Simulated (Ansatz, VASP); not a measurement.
# PbI2: VASP beside Ansatz

```
CELL_PARAMETERS angstrom
4.56408 0.00000 0.00000
-2.28204 3.95261 0.00000
0.00000 0.00000 7.04751
ATOMIC_POSITIONS crystal
Pb 0.00000 0.00000 0.00000
I 0.33333 0.66667 0.26671
I 0.66667 0.33333 0.73329
```

Alike in both runs: task single point; functional PBEsol; k mesh 6 × 6 × 4; occupations gaussian, width 0.001 eV; no spin polarisation.

|  | VASP | Ansatz |
| --- | --- | --- |
| version | VASP 6.6.1 | Ansatz 0.2.0 |
| potentials or method | VASP PAW PBE potentials, release 64 (Pb_d, I) | plane waves |
| plane-wave cutoff (eV) | 500 | 420 |
| valence electrons in the cell | 28 | 48 |

Ansatz gave:

| Item | Value |
| --- | --- |
| gap on the k mesh at the Fermi level (eV) | 2.13 |
| pressure (GPa) | -0.5 |
| rms of the force components (eV/Å) | 0.053 |

Estimate VASP's values.

gap on the k mesh at the Fermi level (eV): 2.13; pressure (GPa): -0.5; rms of the force components (eV/Å): 0.052.

VASP's potentials were made for PBE, not for PBEsol. Atom by atom the forces differ by 0.001 eV/Å (rms over components). VASP's potentials hold 28 valence electrons a cell and Ansatz's 48, so a difference there can come from the potentials and not from the codes.

Spin-orbit coupling is off throughout.
